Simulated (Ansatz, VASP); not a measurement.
**One calculation of SiC, two programs**

```
CELL_PARAMETERS angstrom
0.00000 2.16716 2.18526
2.16716 0.00000 2.18526
2.16716 2.16716 0.00000
ATOMIC_POSITIONS crystal
Si 0.00000 0.00000 0.00000
C 0.25000 0.25000 0.25000
```

Change from the starting cell: epitaxial_xy strain -0.5%.

Alike in both runs: task single point; functional PBE; k mesh 10 × 10 × 10; occupations fermi-dirac, width 0.02 eV; no spin polarisation.

```csv
,VASP,Ansatz
version,VASP 6.6.1,Ansatz 0.2.0
potentials or method,"VASP PAW PBE potentials, release 64 (Si, C)","plane waves, PAW"
plane-wave cutoff (eV),520,420
valence electrons in the cell,8,8
```

Ansatz gave:

```
gap on the k mesh at the Fermi level (eV)                     : 1.31
pressure (GPa)                                                : 5.1
traceless stress, the component that is largest in VASP (GPa) : -1.45
```

**Question.** Estimate VASP's values.

**Answer.** gap on the k mesh at the Fermi level (eV): 1.31; pressure (GPa): 5.0; traceless stress, the component that is largest in VASP (GPa): -1.45.
